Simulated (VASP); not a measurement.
Wanted: the native input for a VASP 6.6.1 run.

- Task: single point
- Functional: PBE
- Potentials or basis: VASP PAW PBE potentials, release 64 (V_sv, Te, Se)
- Cutoff: 520 eV
- k mesh: 4 × 4 × 4
- Occupations: gaussian, width 0.1 eV
- Spin: collinear spin, ferromagnetic start
- Starting moments: [2.0, 2.0, 0.0, 0.0, 0.0, 0.0] μB
- Dipole correction: no
- Further INCAR settings: ALGO = Normal; EDIFF = 1e-06; NBANDS = 38

The structure of VTeSe lies in POSCAR:

```
VTeSe
1.0
    4.5281823900      0.0000000000      0.0000000000
    0.0000000000      4.5281823900      0.0000000000
    0.0000000000      0.0000000000      6.7830318800
V Te Se
2 2 2
Direct
    0.0000000000      0.0000000000      0.0000000000
    0.5000000000      0.5000000000      0.0000000000
    0.0000000000      0.5000000000      0.7037730200
    0.5000000000      0.0000000000      0.2962269800
    0.0000000000      0.5000000000      0.2809470000
    0.5000000000      0.0000000000      0.7190530000
```

The cell was generated, and may not be a known phase.

These files were run (other wordings do the same):

INCAR

```
SYSTEM = VTeSe
  PREC = Accurate
  ENCUT = 520
  EDIFF = 1E-6
  ISMEAR = 0
  SIGMA = 0.1
  LREAL = .False.
  LASPH = .True.
  NELM = 150
  ALGO = Normal
  ISIF = 2
  LWAVE = .False.
  LCHARG = .True.
  ISPIN = 2
  MAGMOM = 2 2 0 0 0 0
  LORBIT = 11
  LMAXMIX = 4
  GGA = PE
  LELF = .True.
  LVHAR = .True.
  NBANDS = 38
```

KPOINTS

```
regular mesh
0
Gamma
  4 4 4
  0 0 0
```

Potentials or basis: VASP PAW PBE potentials, release 64 (V_sv, Te, Se).

The run is started by

```sh
$ cat potpaw_PBE.64/V_sv/POTCAR potpaw_PBE.64/Te/POTCAR potpaw_PBE.64/Se/POTCAR > POTCAR
$ mpirun -np 1 vasp_std > vasp.out
```

Results of the run:

```json
{
  "Pressure": "-2.4 GPa",
  "Largest force": "2.791 eV/Å",
  "Net moment": "4.28 μB per cell",
  "Site moments": "V +2.10; Te -0.12; Se -0.09 μB",
  "Valence electrons inside the program's atomic spheres": "V 11.25; Te 3.32; Se 3.74"
}
```

Caveat: forces of over 1 eV/Å act on the atoms, so gaps and moduli don't describe the material at rest.

It took 2.5 min on 1 thread of Intel(R) Xeon(R) Platinum 8488C (Sapphire Rapids), on a shared host, peak memory 0.37 GiB.
